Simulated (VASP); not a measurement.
# BaF2 (Fm-3m) in VASP: a series of runs

BaF2 is run at these levels: PBEsol, LDA; tasks: relaxation of cell and atoms.

All numbers are computed with VASP 6.6.1; they aren't measurements. Logs are shortened: lines on timing, memory, paths and dates and some standing lists are left out, and cuts for length are marked.

## 1. The cell of the first run

The structure is cubic, space group Fm-3m (No. 225). The conventional cell has a = 6.246 Å, b = 6.246 Å, c = 6.246 Å, α = 90.00°, β = 90.00°, γ = 90.00°. Ba (site symmetry m-3m) has 8 F at 2.70 Å within 3.6 Å. Within 3.6 Å of F (site symmetry -43m) lie 4 Ba at 2.70 Å and 6 F at 3.12 Å.

## 2. Relaxation of cell and atoms, PBEsol

File INCAR:

```
  PREC = Accurate
  ENCUT = 600
  EDIFF = 1E-7
  ISMEAR = -1
  SIGMA = 0.02
  LREAL = F
  LASPH = T
  NELM = 120
  ALGO = Normal
  ISIF = 3
  LWAVE = F
  LCHARG = F
  GGA = PS
  IBRION = 2
  NSW = 80
  EDIFFG = -0.005
  GGA_COMPAT = F
  NELMIN = 4
```

File KPOINTS:

```
regular mesh
0
Gamma
  6 6 6
```

File POSCAR:

```
BaF2
1.0
    0.0000000000      3.1230009549      3.1230009549
    3.1230009549      0.0000000000      3.1230009549
    3.1230009549      3.1230009549      0.0000000000
Ba F
1 2
Direct
    0.0000000000      0.0000000000      0.0000000000
    0.2500000000      0.2500000000      0.2500000000
    0.7500000000      0.7500000000      0.7500000000
```

Potentials or basis: VASP PAW PBE potentials, release 64 (Ba_sv, F).

Run with:

```sh
> cat potpaw_PBE.64/Ba_sv/POTCAR potpaw_PBE.64/F/POTCAR > POTCAR
> mpirun -np 1 vasp_std > vasp.out
```

OUTCAR:

```text
PREC = Accurate
   ENCUT = 600
   EDIFF = 1E-7
   ISMEAR = -1
   LREAL = F
   LASPH = T
   NELM = 120
   ISIF = 3
   GGA = PS
   IBRION = 2
   NSW = 80
   EDIFFG = -0.005
   NELMIN = 4

 ion  position               nearest neighbor table
   1  0.000  0.000  0.000-   3 2.70   3 2.70   3 2.70   2 2.70   3 2.70   2 2.70   2 2.70   2 2.70

   2  0.250  0.250  0.250-   1 2.70   1 2.70   1 2.70   1 2.70
   3  0.750  0.750  0.750-   1 2.70   1 2.70   1 2.70   1 2.70

  LATTYP: Found a face centered cubic cell.
 ALAT       =     6.2460019098

  Lattice vectors:

 A1 = (   0.0000000000,   3.1230009549,   3.1230009549)
 A2 = (   3.1230009549,   0.0000000000,   3.1230009549)
 A3 = (   3.1230009549,   3.1230009549,   0.0000000000)

Analysis of symmetry for initial positions (statically):
=====================================================================
 Subroutine PRICEL returns:
 Original cell was already a primitive cell.

 Routine SETGRP: Setting up the symmetry group for a
 face centered cubic supercell.

 Subroutine GETGRP returns: Found 48 space group operations
 (whereof 48 operations were pure point group operations)
 out of a pool of 48 trial point group operations.

The static configuration has the point symmetry O_h .

Analysis of symmetry for dynamics (positions and initial velocities):
=====================================================================
 Subroutine PRICEL returns:
 Original cell was already a primitive cell.

 Routine SETGRP: Setting up the symmetry group for a
 face centered cubic supercell.

 Subroutine GETGRP returns: Found 48 space group operations
 (whereof 48 operations were pure point group operations)
 out of a pool of 48 trial point group operations.

The dynamic configuration has the point symmetry O_h .

 Subroutine INISYM returns: Found 48 space group operations
 (whereof 48 operations are pure point group operations),
 and found     1 'primitive' translations

----------------------------------------------------------------------------------------

                                     Primitive cell

  volume of cell :      60.9181

  direct lattice vectors                    reciprocal lattice vectors
     0.000000000  3.123000955  3.123000955    -0.160102417  0.160102417  0.160102417
     3.123000955  0.000000000  3.123000955     0.160102417 -0.160102417  0.160102417
     3.123000955  3.123000955  0.000000000     0.160102417  0.160102417 -0.160102417

  length of vectors
     4.416590306  4.416590306  4.416590306     0.277305520  0.277305520  0.277305520

  position of ions in fractional coordinates (direct lattice)
     0.000000000  0.000000000  0.000000000
     0.250000000  0.250000000  0.250000000
     0.750000000  0.750000000  0.750000000

  ion indices of the primitive-cell ions
   primitive index   ion index
                 1           1
                 2           2
                 3           3

----------------------------------------------------------------------------------------

 KPOINTS: regular mesh

Automatic generation of k-mesh.
 Grid dimensions read from file:
 generate k-points for:    6    6    6

 Generating k-lattice:

  Cartesian coordinates                     Fractional coordinates (reciprocal lattice)
    -0.026683736  0.026683736  0.026683736     0.166666667  0.000000000  0.000000000
     0.026683736 -0.026683736  0.026683736     0.000000000  0.166666667  0.000000000
     0.026683736  0.026683736 -0.026683736     0.000000000  0.000000000  0.166666667

  Length of vectors
     0.046217587  0.046217587  0.046217587

  Shift w.r.t. Gamma in fractional coordinates (k-lattice)
     0.000000000  0.000000000  0.000000000

 Subroutine IBZKPT returns following result:
 ===========================================

 Found     16 irreducible k-points:

 Following reciprocal coordinates:
            Coordinates               Weight
  0.000000  0.000000  0.000000      1.000000
  0.166667  0.000000  0.000000      8.000000
  0.333333  0.000000  0.000000      8.000000
  0.500000  0.000000  0.000000      4.000000
  0.166667  0.166667  0.000000      6.000000
  0.333333  0.166667  0.000000     24.000000
[... 8 lines left out ...]
 -0.333333  0.333333  0.166667     24.000000
 -0.333333  0.500000  0.166667     12.000000
   k-points           NKPTS =     16   k-points in BZ     NKDIM =     16   number of bands    NBANDS=     16
   number of dos      NEDOS =    301   number of ions     NIONS =      3
   total plane-waves  NPLWV =  46656
   dimension x,y,z NGX =    36 NGY =   36 NGZ =   36
   dimension x,y,z NGXF=    72 NGYF=   72 NGZF=   72
   ions per type =               1   2
   NGX,Y,Z   is equivalent  to a cutoff of  13.55, 13.55, 13.55 a.u.
   NGXF,Y,Z  is equivalent  to a cutoff of  27.10, 27.10, 27.10 a.u.
 SYSTEM =  unknown system
   PREC   = accura    normal or accurate (medium, high low for compatibility)
   ISTART =      0    job   : 0-new  1-cont  2-samecut
   ICHARG =      2    charge: 1-file 2-atom 10-const
   ISPIN  =      1    spin polarized calculation?
   LNONCOLLINEAR =      F non collinear calculations
   LSORBIT =      F    spin-orbit coupling
   LASPH  =      T    aspherical Exc in radial PAW
   ENCUT  =  600.0 eV  44.10 Ry    6.64 a.u.   8.82  8.82  8.82*2*pi/ulx,y,z
   NELM   =    120;   NELMIN=  4; NELMDL= -5     # of ELM steps
   EDIFF  = 0.1E-06   stopping-criterion for ELM
   LREAL  =      F    real-space projection
   EDIFFG = -.5E-02   stopping-criterion for IOM
   NSW    =     80    number of steps for IOM
   IBRION =      2    ionic relax: 0-MD 1-quasi-New 2-CG
   NFREE  =      1    steps in history (QN), initial steepest desc. (CG)
   ISIF   =      3    stress and relaxation
   ISYM   =      2    0-nonsym 1-usesym 2-fastsym
   POTIM  = 0.5000    time-step for ionic-motion
   TEBEG  =    0.0;   TEEND  =   0.0 temperature during run
   PSTRESS=    0.0 pullay stress
   NELECT =      24.0000    total number of electrons
   NUPDOWN=      -1.0000    fix difference up-down
   EMIN   =  10.00;   EMAX   =-10.00  energy-range for DOS
   EFERMI =   0.00;   METHOD = LEGACY
   ISMEAR =    -1;   SIGMA  =   0.02  broadening in eV -4-tet -1-fermi 0-gaus
   EFERMI_NEDOS =   21; number of points for ismear=-14 and -15
   IALGO  =     38    algorithm
   IMIX   =      4    mixing-type and parameters
     AMIX     =   0.40;   BMIX     =  1.00
     AMIX_MAG =   1.60;   BMIX_MAG =  1.00
  volume/ion in A,a.u.               =      20.31       137.03
  Fermi-wavevector in a.u.,A,eV,Ry     =   1.200134  2.267925 19.596770  1.440322
  Thomas-Fermi vector in A             =   2.335978
   LORBIT       =      0    0 simple, 1 ext, 2 COOP (PROOUT), +10 PAW based schemes
   GGA     = PS    functional components
   LHFCALC =     F    Hartree Fock is set to
   AEXX    =    0.0000 exact exchange contribution
   IVDW    =     0    specifies the selected vdW correction
   LEPSILON=     F    determine dielectric tensor
   LRPA    =     F    only Hartree local field effects (RPA)
 conjugate gradient relaxation of ions
 non-spin polarized calculation
  energy-cutoff  :      600.00
  volume of cell :       60.92
 maximum number of plane-waves:      2085
   NGX = 17   NGY = 17   NGZ = 17

--------------------------------------- Ionic step        1  -------------------------------------------

 number of electron      24.0000013 magnetization

 Free energy of the ion-electron system (eV)
  ---------------------------------------------------
  ext. energy  EPLUGINS =         0.00000000
  ---------------------------------------------------
  free energy    TOTEN  =       -17.63604296 eV

  energy without entropy =      -17.63604296  energy(sigma->0) =      -17.63604296

------------------------ aborting loop because EDIFF is reached ----------------------------------------

  FORCE on cell =-STRESS in cart. coord.  units (eV):
  Direction    XX          YY          ZZ          XY          YZ          ZX
  --------------------------------------------------------------------------------------
  -------------------------------------------------------------------------------------
  Total       -0.7306659     -0.7306659     -0.7306659      0.0000000      0.0000000      0.0000000
  in kB      -19.2168889    -19.2168889    -19.2168889      0.0000000      0.0000000      0.0000000
  external PRESSURE =     -19.2168889 kB  Pullay stress =       0.0000000 kB

 VOLUME and BASIS-vectors are now :
 -----------------------------------------------------------------------------
  energy-cutoff  :      600.00
  volume of cell :       60.92
      direct lattice vectors                 reciprocal lattice vectors
     0.000000000  3.123000955  3.123000955    -0.160102417  0.160102417  0.160102417
     3.123000955  0.000000000  3.123000955     0.160102417 -0.160102417  0.160102417
     3.123000955  3.123000955  0.000000000     0.160102417  0.160102417 -0.160102417
[... 38 lines left out ...]
 POSITION                                       TOTAL-FORCE (eV/Angst)
 -----------------------------------------------------------------------------------
      3.08631      0.00000      3.08631        -0.000000      0.000000      0.000000
      1.54315      1.54315      1.54315        -0.000000      0.000000      0.000000
      4.62946      4.62946      4.62946         0.000000     -0.000000     -0.000000
 -----------------------------------------------------------------------------------
    total drift:                                0.000000      0.000000      0.000000

  FREE ENERGIE OF THE ION-ELECTRON SYSTEM (eV)
  ---------------------------------------------------
  free  energy   TOTEN  =       -17.6486047540 eV

  energy  without entropy=      -17.6486047540  energy(sigma->0) =      -17.64860475

--------------------------------------- Ionic step        3  -------------------------------------------

 number of electron      23.9999996 magnetization

 Free energy of the ion-electron system (eV)
  ---------------------------------------------------
  ext. energy  EPLUGINS =         0.00000000
  ---------------------------------------------------
  free energy    TOTEN  =       -17.64862705 eV

  energy without entropy =      -17.64862705  energy(sigma->0) =      -17.64862705

 E-fermi :  -1.6258     XC(G=0):  -8.9693

 val. band max:       -2.1579987706   @ k =  -0.1667   0.1667   0.0000
 cond. band min:       4.5351893958   @ k =   0.0000   0.0000   0.0000
 fundamental gap:      6.6931881665
 Fermi energy:        -1.6257968374

 k-point     1 :       0.0000    0.0000    0.0000
  band No.  band energies     occupation
      1     -25.1910      2.00000
      2     -20.9695      2.00000
      3     -20.9114      2.00000
      4     -10.0027      2.00000
      5     -10.0027      2.00000
      6     -10.0027      2.00000
[... 8 lines left out ...]
     15       7.0087      0.00000
     16       9.2778      0.00000
[... 305 lines left out ...]
 POSITION                                       TOTAL-FORCE (eV/Angst)
 -----------------------------------------------------------------------------------
      0.00000      0.00000      0.00000        -0.000000      0.000000     -0.000000
      1.54387      1.54387      1.54387         0.000000      0.000000      0.000000
      4.63162      4.63162      4.63162        -0.000000     -0.000000     -0.000000
 -----------------------------------------------------------------------------------
    total drift:                                0.000000      0.000000      0.000000

  FREE ENERGIE OF THE ION-ELECTRON SYSTEM (eV)
  ---------------------------------------------------
  free  energy   TOTEN  =       -17.6486270511 eV

  energy  without entropy=      -17.6486270511  energy(sigma->0) =      -17.64862705

 reached required accuracy - stopping structural energy minimisation
```

It took 43 s on 1 thread of Intel Xeon Platinum 8488C (Sapphire Rapids), shared host; peak memory 0.21 GiB.

What came out:

```yaml
Free_energy: -17.6486 eV
Relaxed_volume: 19.63 Å³/atom
Relaxed_cell: a = 4.367 Å, b = 4.367 Å, c = 4.367 Å, α = 60.00°, β = 60.00°, γ = 60.00°
Space_group_after_relaxing_to_0.1_Å: Fm-3m (No. 225)
Energy_gained_by_relaxing: 4.2 meV/atom
Ionic_steps: 3
Pressure_after_relaxing: 0.0 GPa
Band_gap_on_the_k_mesh: 6.69 eV (least direct gap 6.76 eV)
```

Step by step:
```tsv
step	energy change (eV)	largest force (eV/Å)	pressure (GPa)	volume (Å³)
1	0.0000	0.0000	-1.92	60.92
2	-0.0126	0.0000	0.09	58.80
3	-0.0126	0.0000	0.00	58.88
```

Final structure:
```yaml
crystal:
  lattice:
    - [0.00000, 3.08775, 3.08775]
    - [3.08775, 0.00000, 3.08775]
    - [3.08775, 3.08775, 0.00000]
  atoms:
    - { symbol: Ba, position: [0.00000, 0.00000, 0.00000] }
    - { symbol: F, position: [0.25000, 0.25000, 0.25000] }
    - { symbol: F, position: [0.75000, 0.75000, 0.75000] }
```

Caveat: the PAW data sets were made with another functional, which shifts forces and pressure a little; spin-orbit coupling is left out, which moves the levels of the heavy elements.

## 3. Relaxation of cell and atoms, LDA

File INCAR:

```
PREC = Accurate
ENCUT = 600
EDIFF = 1E-7
ISMEAR = -1
SIGMA = 0.02
LREAL = F
LASPH = T
NELM = 120
ALGO = Normal
ISIF = 3
LWAVE = F
LCHARG = F
IBRION = 2
NSW = 80
EDIFFG = -0.005
GGA_COMPAT = F
NELMIN = 4
```

File KPOINTS:

```
Automatic mesh
0
Gamma
  6 6 6
```

POSCAR is that of step 2.

Potentials or basis: VASP PAW LDA potentials, release 64 (Ba_sv, F).

Run with:

```sh
> cat potpaw_LDA.64/Ba_sv/POTCAR potpaw_LDA.64/F/POTCAR > POTCAR
> mpirun -np 1 vasp_std > vasp.out
```

It took 39 s on 1 thread of Intel Xeon Platinum 8488C (Sapphire Rapids), shared host; peak memory 0.18 GiB.

Results (log left out):

| Property | Result |
| --- | --- |
| Free energy | -18.6388 eV |
| Relaxed volume | 18.78 Å³/atom |
| Relaxed cell | a = 4.303 Å, b = 4.303 Å, c = 4.303 Å, α = 60.00°, β = 60.00°, γ = 60.00° |
| Space group after relaxing (to 0.1 Å) | Fm-3m (No. 225) |
| Energy gained by relaxing | 23.7 meV/atom |
| Ionic steps | 3 |
| Pressure after relaxing | 0.0 GPa |
| Band gap on the k mesh | 6.64 eV (least direct gap 6.74 eV) |

The path:
| step | energy change (eV) | largest force (eV/Å) | pressure (GPa) | volume (Å³) |
| --- | --- | --- | --- | --- |
| 1 | 0.0000 | 0.0000 | -4.59 | 60.92 |
| 2 | -0.0703 | 0.0000 | 0.52 | 55.93 |
| 3 | -0.0710 | 0.0000 | 0.01 | 56.33 |

Final structure:
```
CELL_PARAMETERS angstrom
0.00000 3.04253 3.04253
3.04253 0.00000 3.04253
3.04253 3.04253 0.00000
ATOMIC_POSITIONS crystal
Ba 0.00000 0.00000 0.00000
F 0.25000 0.25000 0.25000
F 0.75000 0.75000 0.75000
```

Levels at points of the mesh, in eV from the valence-band top:
| k point | band 8 | band 9 | band 10 | band 11 | band 12 | band 13 | band 14 | band 15 | band 16 |
| --- | --- | --- | --- | --- | --- | --- | --- | --- | --- |
| (0.00, 0.00, 0.00) | -1.72 | -1.72 | -0.10 | -0.10 | -0.10 | 6.64 | 9.29 | 9.29 | 11.79 |
| (0.50, 0.00, 0.00) | -1.27 | -0.75 | -0.34 | -0.15 | -0.15 | 9.29 | 9.29 | 9.30 | 9.59 |
| (0.50, 0.50, 0.00) | -0.44 | -0.44 | -0.26 | -0.26 | -0.18 | 7.10 | 9.19 | 11.01 | 12.41 |

Caveat: spin-orbit coupling is left out, which moves the levels of the heavy elements.
